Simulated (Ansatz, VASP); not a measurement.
# One calculation of In2GaAs3, two programs

```xyz
6
Lattice="-2.1402 2.1402 9.0601 2.1402 -2.1402 9.0601 2.1402 2.1402 -9.0601" Properties=species:S:1:pos:R:3 pbc="T T T"
In    0.0000    0.0000    6.1021
In    0.0000    0.0000   12.0181
Ga    0.0000    0.0000    0.0000
As    2.1402    0.0000    4.5300
As    0.0000    2.1402    1.3676
As    0.0000    2.1402    7.6924
```

Alike in both runs: task relaxation of cell and atoms; functional PBEsol; k mesh 4 × 4 × 4; occupations gaussian, width 0.1 eV; no spin polarisation.

|  | VASP | Ansatz |
| --- | --- | --- |
| version | VASP 6.6.1 | Ansatz 0.2.0 |
| potentials or method | VASP PAW PBE potentials, release 64 (In_d, Ga_d, As), cutoff 600 eV | scalar-relativistic, plane waves, PAW |
| valence electrons in the cell | 54 | 84 |

```csv
,VASP,Ansatz,Ansatz less VASP
"gap on the k mesh at the Fermi level, each at its own relaxed structure (eV)",none,none,-
relaxed volume (Å³/atom),26.42,26.38,-0.043
relaxed cell length with the largest relative difference (Å),9.335,9.330,-0.0052
```

VASP's potentials were made for PBE, not for PBEsol. A gap of «none» marks a metal or a gap that the smearing closes. VASP's potentials hold 54 valence electrons a cell and Ansatz's 84, so a difference there can come from the potentials and not from the codes.

The k mesh is coarse, so the values compare programs but aren't converged.
